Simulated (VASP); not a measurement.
# Pt (Pm-3n) in VASP: further runs

Pt is run at these levels: PBEsol; tasks: relaxation of cell and atoms.

Everything below comes from runs of VASP 6.6.1. Logs are shortened: lines on timing, memory, paths and dates and some standing lists are left out, and cuts for length are marked.

## (1) The cell of the first run

It takes space group Pm-3n (No. 223, cubic). Conventional cell: a = 5.043 Å, b = 5.043 Å, c = 5.043 Å, α = 90.00°, β = 90.00°, γ = 90.00°. Pt (site symmetry m-3) has 12 Pt at 2.82 Å within 3.7 Å. Pt (site symmetry -4m2) has 14 Pt at 2.52 to 3.09 Å within 3.3 Å.

## (2) Relaxation of cell and atoms, PBEsol

INCAR reads:

```
  PREC = Accurate
  ENCUT = 600
  EDIFF = 1E-7
  ISMEAR = 0
  SIGMA = 0.1
  LREAL = F
  LASPH = T
  NELM = 60
  ALGO = Normal
  ISIF = 3
  LWAVE = F
  LCHARG = F
  GGA = PS
  IBRION = 2
  NSW = 90
  EDIFFG = -0.04
```

KPOINTS reads:

```
Automatic mesh
0
Gamma
  4 4 4
```

POSCAR reads:

```
Pt
1.0
    5.0426246766      0.0000000000      0.0000000000
    0.0000000000      5.0426246766      0.0000000000
    0.0000000000      0.0000000000      5.0426246766
Pt
8
Direct
    0.5000000000      0.5000000000      0.5000000000
    0.0000000000      0.0000000000      0.0000000000
    0.2500000000      0.0000000000      0.5000000000
    0.5000000000      0.2500000000      0.0000000000
    0.5000000000      0.7500000000      0.0000000000
    0.7500000000      0.0000000000      0.5000000000
    0.0000000000      0.5000000000      0.7500000000
    0.0000000000      0.5000000000      0.2500000000
```

Potentials or basis: VASP PAW PBE potentials, release 64 (Pt).

Run with:

```
> cat potpaw_PBE.64/Pt/POTCAR > POTCAR
> mpirun -np 1 vasp_std > vasp.out
```

OUTCAR:

```text
PREC = Accurate
   ENCUT = 600
   EDIFF = 1E-7
   ISMEAR = 0
   LREAL = F
   LASPH = T
   NELM = 60
   ISIF = 3
   GGA = PS
   IBRION = 2
   NSW = 90
   EDIFFG = -0.04

 ion  position               nearest neighbor table
   1  0.500  0.500  0.500-   3 2.82   4 2.82   5 2.82   6 2.82   7 2.82   8 2.82   4 2.82   5 2.82
                             3 2.82   6 2.82   7 2.82   8 2.82
   2  0.000  0.000  0.000-   3 2.82   4 2.82   5 2.82   6 2.82   7 2.82   8 2.82   3 2.82   6 2.82
                             7 2.82   8 2.82   4 2.82   5 2.82
   3  0.250  0.000  0.500-   6 2.52   6 2.52   1 2.82   2 2.82   1 2.82   2 2.82   8 3.09   5 3.09
                             4 3.09   5 3.09   4 3.09   7 3.09   8 3.09   7 3.09
   4  0.500  0.250  0.000-   5 2.52   5 2.52   1 2.82   1 2.82   2 2.82   2 2.82   8 3.09   3 3.09
                             3 3.09   6 3.09   6 3.09   7 3.09   7 3.09   8 3.09
   5  0.500  0.750  0.000-   4 2.52   4 2.52   1 2.82   1 2.82   2 2.82   2 2.82   8 3.09   3 3.09
                             3 3.09   6 3.09   6 3.09   7 3.09   7 3.09   8 3.09
   6  0.750  0.000  0.500-   3 2.52   3 2.52   1 2.82   2 2.82   1 2.82   2 2.82   8 3.09   4 3.09
                             4 3.09   5 3.09   5 3.09   7 3.09   8 3.09   7 3.09
   7  0.000  0.500  0.750-   8 2.52   8 2.52   1 2.82   2 2.82   2 2.82   1 2.82   3 3.09   4 3.09
                             5 3.09   3 3.09   6 3.09   6 3.09   4 3.09   5 3.09
   8  0.000  0.500  0.250-   7 2.52   7 2.52   1 2.82   2 2.82   2 2.82   1 2.82   3 3.09   4 3.09
                             5 3.09   3 3.09   6 3.09   6 3.09   4 3.09   5 3.09

  LATTYP: Found a simple cubic cell.
 ALAT       =     5.0426246766

  Lattice vectors:

 A1 = (   5.0426246766,   0.0000000000,   0.0000000000)
 A2 = (   0.0000000000,   5.0426246766,   0.0000000000)
 A3 = (   0.0000000000,   0.0000000000,   5.0426246766)

Analysis of symmetry for initial positions (statically):
=====================================================================
 Subroutine PRICEL returns:
 Original cell was already a primitive cell.

 Routine SETGRP: Setting up the symmetry group for a
 simple cubic supercell.

 Subroutine GETGRP returns: Found 48 space group operations
 (whereof 24 operations were pure point group operations)
 out of a pool of 48 trial point group operations.

The static configuration has the point symmetry T_h .
 The point group associated with its full space group is O_h .

Analysis of symmetry for dynamics (positions and initial velocities):
=====================================================================
 Subroutine PRICEL returns:
 Original cell was already a primitive cell.

 Routine SETGRP: Setting up the symmetry group for a
 simple cubic supercell.

 Subroutine GETGRP returns: Found 48 space group operations
 (whereof 24 operations were pure point group operations)
 out of a pool of 48 trial point group operations.

The dynamic configuration has the point symmetry T_h .
 The point group associated with its full space group is O_h .

 Subroutine INISYM returns: Found 48 space group operations
 (whereof 24 operations are pure point group operations),
 and found     1 'primitive' translations

----------------------------------------------------------------------------------------

                                     Primitive cell

  volume of cell :     128.2242

  direct lattice vectors                    reciprocal lattice vectors
     5.042624677  0.000000000  0.000000000     0.198309425  0.000000000  0.000000000
     0.000000000  5.042624677  0.000000000     0.000000000  0.198309425  0.000000000
     0.000000000  0.000000000  5.042624677     0.000000000  0.000000000  0.198309425

  length of vectors
     5.042624677  5.042624677  5.042624677     0.198309425  0.198309425  0.198309425

  position of ions in fractional coordinates (direct lattice)
     0.500000000  0.500000000  0.500000000
     0.000000000  0.000000000  0.000000000
     0.250000000  0.000000000  0.500000000
     0.500000000  0.250000000  0.000000000
     0.500000000  0.750000000  0.000000000
     0.750000000  0.000000000  0.500000000
     0.000000000  0.500000000  0.750000000
     0.000000000  0.500000000  0.250000000

  ion indices of the primitive-cell ions
   primitive index   ion index
                 1           1
                 2           2
                 3           3
                 4           4
                 5           5
                 6           6
                 7           7
                 8           8

----------------------------------------------------------------------------------------

 KPOINTS: Automatic mesh

Automatic generation of k-mesh.
 Grid dimensions read from file:
 generate k-points for:    4    4    4

 Generating k-lattice:

  Cartesian coordinates                     Fractional coordinates (reciprocal lattice)
     0.049577356  0.000000000  0.000000000     0.250000000  0.000000000  0.000000000
     0.000000000  0.049577356  0.000000000     0.000000000  0.250000000  0.000000000
     0.000000000  0.000000000  0.049577356     0.000000000  0.000000000  0.250000000

  Length of vectors
     0.049577356  0.049577356  0.049577356

  Shift w.r.t. Gamma in fractional coordinates (k-lattice)
     0.000000000  0.000000000  0.000000000

 Subroutine IBZKPT returns following result:
 ===========================================

 Found     10 irreducible k-points:

 Following reciprocal coordinates:
            Coordinates               Weight
  0.000000  0.000000  0.000000      1.000000
  0.250000  0.000000  0.000000      6.000000
  0.500000  0.000000  0.000000      3.000000
  0.250000  0.250000  0.000000     12.000000
  0.500000  0.250000  0.000000     12.000000
  0.500000  0.500000  0.000000      3.000000
  0.250000  0.250000  0.250000      8.000000
  0.500000  0.250000  0.250000     12.000000
  0.500000  0.500000  0.250000      6.000000
  0.500000  0.500000  0.500000      1.000000
   k-points           NKPTS =     10   k-points in BZ     NKDIM =     10   number of bands    NBANDS=     48
   number of dos      NEDOS =    301   number of ions     NIONS =      8
   total plane-waves  NPLWV =  64000
   dimension x,y,z NGX =    40 NGY =   40 NGZ =   40
   dimension x,y,z NGXF=    80 NGYF=   80 NGZF=   80
   ions per type =               8
   NGX,Y,Z   is equivalent  to a cutoff of  13.19, 13.19, 13.19 a.u.
   NGXF,Y,Z  is equivalent  to a cutoff of  26.37, 26.37, 26.37 a.u.
 SYSTEM =  unknown system
   PREC   = accura    normal or accurate (medium, high low for compatibility)
   ISTART =      0    job   : 0-new  1-cont  2-samecut
   ICHARG =      2    charge: 1-file 2-atom 10-const
   ISPIN  =      1    spin polarized calculation?
   LNONCOLLINEAR =      F non collinear calculations
   LSORBIT =      F    spin-orbit coupling
   LASPH  =      T    aspherical Exc in radial PAW
   ENCUT  =  600.0 eV  44.10 Ry    6.64 a.u.  10.07 10.07 10.07*2*pi/ulx,y,z
   NELM   =     60;   NELMIN=  2; NELMDL= -5     # of ELM steps
   EDIFF  = 0.1E-06   stopping-criterion for ELM
   LREAL  =      F    real-space projection
   EDIFFG = -.4E-01   stopping-criterion for IOM
   NSW    =     90    number of steps for IOM
   IBRION =      2    ionic relax: 0-MD 1-quasi-New 2-CG
   NFREE  =      1    steps in history (QN), initial steepest desc. (CG)
   ISIF   =      3    stress and relaxation
   ISYM   =      2    0-nonsym 1-usesym 2-fastsym
   POTIM  = 0.5000    time-step for ionic-motion
   TEBEG  =    0.0;   TEEND  =   0.0 temperature during run
   PSTRESS=    0.0 pullay stress
   NELECT =      80.0000    total number of electrons
   NUPDOWN=      -1.0000    fix difference up-down
   EMIN   =  10.00;   EMAX   =-10.00  energy-range for DOS
   EFERMI =   0.00;   METHOD = LEGACY
   ISMEAR =     0;   SIGMA  =   0.10  broadening in eV -4-tet -1-fermi 0-gaus
   EFERMI_NEDOS =   21; number of points for ismear=-14 and -15
   IALGO  =     38    algorithm
   IMIX   =      4    mixing-type and parameters
     AMIX     =   0.40;   BMIX     =  1.00
     AMIX_MAG =   1.60;   BMIX_MAG =  1.00
  volume/ion in A,a.u.               =      16.03       108.16
  Fermi-wavevector in a.u.,A,eV,Ry     =   1.398883  2.643506 26.624897  1.956875
  Thomas-Fermi vector in A             =   2.521998
   LORBIT       =      0    0 simple, 1 ext, 2 COOP (PROOUT), +10 PAW based schemes
   GGA     = PS    functional components
   LHFCALC =     F    Hartree Fock is set to
   AEXX    =    0.0000 exact exchange contribution
   IVDW    =     0    specifies the selected vdW correction
   LEPSILON=     F    determine dielectric tensor
   LRPA    =     F    only Hartree local field effects (RPA)
 conjugate gradient relaxation of ions
 non-spin polarized calculation
 Gauss-broadening in eV      SIGMA  =   0.10
  energy-cutoff  :      600.00
  volume of cell :      128.22
 maximum number of plane-waves:      4337
   NGX = 21   NGY = 21   NGZ = 21

--------------------------------------- Ionic step        1  -------------------------------------------

 number of electron      80.0000019 magnetization

 Free energy of the ion-electron system (eV)
  ---------------------------------------------------
  ext. energy  EPLUGINS =         0.00000000
  ---------------------------------------------------
  free energy    TOTEN  =       -53.25090625 eV

  energy without entropy =      -53.17682439  energy(sigma->0) =      -53.21386532

 E-fermi :   9.9343     XC(G=0): -13.2467

 val. band max:        9.9259332930   @ k =   0.2500   0.2500   0.0000
 cond. band min:       9.9500182753   @ k =   0.2500   0.0000   0.0000
 fundamental gap:      0.0240849823
 Fermi energy:         9.9343143137

 k-point     1 :       0.0000    0.0000    0.0000
  band No.  band energies     occupation
      1       0.3169      2.00000
      2       2.9763      2.00000
      3       2.9763      2.00000
      4       4.0994      2.00000
      5       4.3737      2.00000
      6       4.5089      2.00000
[... 580 lines left out ...]
  energy  without entropy=      -52.6406191902  energy(sigma->0) =      -52.67258733

--------------------------------------- Ionic step        3  -------------------------------------------

 number of electron      80.0000030 magnetization

 Free energy of the ion-electron system (eV)
  ---------------------------------------------------
  ext. energy  EPLUGINS =         0.00000000
  ---------------------------------------------------
  free energy    TOTEN  =       -53.33438488 eV

  energy without entropy =      -53.26297767  energy(sigma->0) =      -53.29868127

 E-fermi :  10.4479     XC(G=0): -13.4115

 val. band max:       10.4410003282   @ k =   0.2500   0.2500   0.0000
 cond. band min:      10.4654809717   @ k =   0.2500   0.0000   0.0000
 fundamental gap:      0.0244806434
 Fermi energy:        10.4478812213

 k-point     1 :       0.0000    0.0000    0.0000
  band No.  band energies     occupation
      1       0.5283      2.00000
      2       3.2198      2.00000
      3       3.2198      2.00000
      4       4.3771      2.00000
      5       4.6469      2.00000
      6       4.7680      2.00000
[... 534 lines left out ...]
  FREE ENERGIE OF THE ION-ELECTRON SYSTEM (eV)
  ---------------------------------------------------
  free  energy   TOTEN  =       -53.3343848763 eV

  energy  without entropy=      -53.2629776700  energy(sigma->0) =      -53.29868127

 reached required accuracy - stopping structural energy minimisation
```

Wall time 5.5 min (1 thread of Intel Xeon 8259CL, shared host); peak memory 0.27 GiB.

Results:

* Free energy: -53.3344 eV
* Relaxed volume: 15.58 Å³/atom
* Relaxed cell: a = 4.995 Å, b = 4.995 Å, c = 4.995 Å, α = 90.00°, β = 90.00°, γ = 90.00°
* Space group after relaxing (to 0.1 Å): Pm-3n (No. 223)
* Energy gained by relaxing: 10.4 meV/atom
* Ionic steps: 3
* Pressure after relaxing: -0.2 GPa
* Band gap on the k mesh: zero (bands 40 and 41 overlap by 0.43 eV)

The path:
```
step  energy change (eV)  largest force (eV/Å)  pressure (GPa)  volume (Å³)
   1              0.0000                0.0000           -7.07       128.22
   2              0.5464                0.0000           24.21       115.54
   3             -0.0835                0.0000           -0.22       124.66
```

Final structure:
```yaml
crystal:
  lattice:
    - [4.99548, 0.00000, 0.00000]
    - [0.00000, 4.99548, 0.00000]
    - [0.00000, 0.00000, 4.99548]
  atoms:
    - { symbol: Pt, position: [0.50000, 0.50000, 0.50000] }
    - { symbol: Pt, position: [0.00000, 0.00000, 0.00000] }
    - { symbol: Pt, position: [0.25000, 0.00000, 0.50000] }
    - { symbol: Pt, position: [0.50000, 0.25000, 0.00000] }
    - { symbol: Pt, position: [0.50000, 0.75000, 0.00000] }
    - { symbol: Pt, position: [0.75000, 0.00000, 0.50000] }
    - { symbol: Pt, position: [0.00000, 0.50000, 0.75000] }
    - { symbol: Pt, position: [0.00000, 0.50000, 0.25000] }
```

Levels at points of the mesh, in eV from the Fermi level:
```csv
k point,band 36,band 37,band 38,band 39,band 40,band 41,band 42,band 43,band 44,band 45
"(0.00, 0.00, 0.00)",-0.17,-0.17,-0.17,0.22,0.22,0.22,2.40,2.40,2.40,3.29
"(0.50, 0.00, 0.00)",-0.68,-0.58,-0.58,0.20,0.20,0.66,0.66,2.55,2.55,2.76
"(0.50, 0.50, 0.00)",-0.53,-0.53,-0.43,-0.22,-0.22,0.12,0.15,0.15,0.86,2.21
"(0.50, 0.50, 0.50)",-0.73,-0.44,-0.44,-0.44,-0.44,0.51,0.51,0.51,0.51,0.51
```

Caveat: the PAW data sets were made with another functional, which shifts forces and pressure a little; spin-orbit coupling is left out, which moves the levels of the heavy elements.

## (3) Relaxation of cell and atoms, PBEsol

This run uses another cell than the first one, of 15.58 Å³/atom.

INCAR reads:

```
SYSTEM = Pt
  PREC = Accurate
  ENCUT = 600
  EDIFF = 1E-6
  ISMEAR = 0
  SIGMA = 0.1
  LREAL = .FALSE.
  LASPH = .TRUE.
  NELM = 100
  ALGO = Fast
  ISIF = 3
  LWAVE = .FALSE.
  LCHARG = .FALSE.
  GGA = PS
  IBRION = 2
  NSW = 100
  EDIFFG = -0.01
```

KPOINTS reads:

```
regular mesh
0
G
  8 8 8
  0 0 0
```

POSCAR: that of step 2 with these lines changed.

```diff
@@ -2,5 +2,5 @@
 1.0
-    5.0426246766      0.0000000000      0.0000000000
-    0.0000000000      5.0426246766      0.0000000000
-    0.0000000000      0.0000000000      5.0426246766
+    4.9955724399      0.0000000000      0.0000000000
+    0.0000000000      4.9955724399      0.0000000000
+    0.0000000000      0.0000000000      4.9955724399
 Pt
```

Potentials or basis: VASP PAW PBE potentials, release 64 (Pt).

Run with:

```
> cat potpaw_PBE.64/Pt/POTCAR > POTCAR
> mpirun -np 1 vasp_std > vasp.out
```

It took 14 min on 1 thread of Intel Xeon 8259CL, shared host; peak memory 0.36 GiB.

Results (log left out):

```yaml
Free_energy: -53.4318 eV
Relaxed_volume: 15.56 Å³/atom
Relaxed_cell: a = 4.993 Å, b = 4.993 Å, c = 4.993 Å, α = 90.00°, β = 90.00°, γ = 90.00°
Space_group_after_relaxing_to_0.1_Å: Pm-3n (No. 223)
Energy_gained_by_relaxing: 0.0 meV/atom
Ionic_steps: 3
Pressure_after_relaxing: 0.0 GPa
Band_gap_on_the_k_mesh: zero (bands 40 and 41 overlap by 0.45 eV)
```

The path:
```tsv
step	energy change (eV)	largest force (eV/Å)	pressure (GPa)	volume (Å³)
1	0.0000	0.0000	-0.43	124.67
2	0.0018	0.0000	1.22	123.91
3	-0.0003	0.0000	0.00	124.46
```

Final structure:
```cif
data_structure
_symmetry_space_group_name_H-M 'P 1'
_symmetry_Int_Tables_number 1
_cell_length_a 4.9928
_cell_length_b 4.9928
_cell_length_c 4.9928
_cell_angle_alpha 90.000
_cell_angle_beta 90.000
_cell_angle_gamma 90.000
_cell_volume 124.46
loop_
_atom_site_label
_atom_site_type_symbol
_atom_site_fract_x
_atom_site_fract_y
_atom_site_fract_z
_atom_site_occupancy
Pt1 Pt 0.50000 0.50000 0.50000 1
Pt2 Pt 0.00000 0.00000 0.00000 1
Pt3 Pt 0.25000 0.00000 0.50000 1
Pt4 Pt 0.50000 0.25000 0.00000 1
Pt5 Pt 0.50000 0.75000 0.00000 1
Pt6 Pt 0.75000 0.00000 0.50000 1
Pt7 Pt 0.00000 0.50000 0.75000 1
Pt8 Pt 0.00000 0.50000 0.25000 1
```

Levels at points of the mesh, in eV from the Fermi level:
| k point | band 38 | band 39 | band 40 | band 41 | band 42 | band 43 |
| --- | --- | --- | --- | --- | --- | --- |
| (0.00, 0.00, 0.00) | -0.18 | 0.22 | 0.22 | 0.22 | 2.38 | 2.38 |
| (0.50, 0.00, 0.00) | -0.61 | 0.19 | 0.19 | 0.66 | 0.66 | 2.57 |
| (0.50, 0.50, 0.00) | -0.43 | -0.21 | -0.21 | 0.15 | 0.18 | 0.18 |
| (0.50, 0.50, 0.50) | -0.41 | -0.41 | -0.41 | 0.53 | 0.53 | 0.53 |

Caveat: the PAW data sets were made with another functional, which shifts forces and pressure a little; spin-orbit coupling is left out, which moves the levels of the heavy elements.

The gap in the log of VASP goes by the Fermi energy; the results here count the filled bands.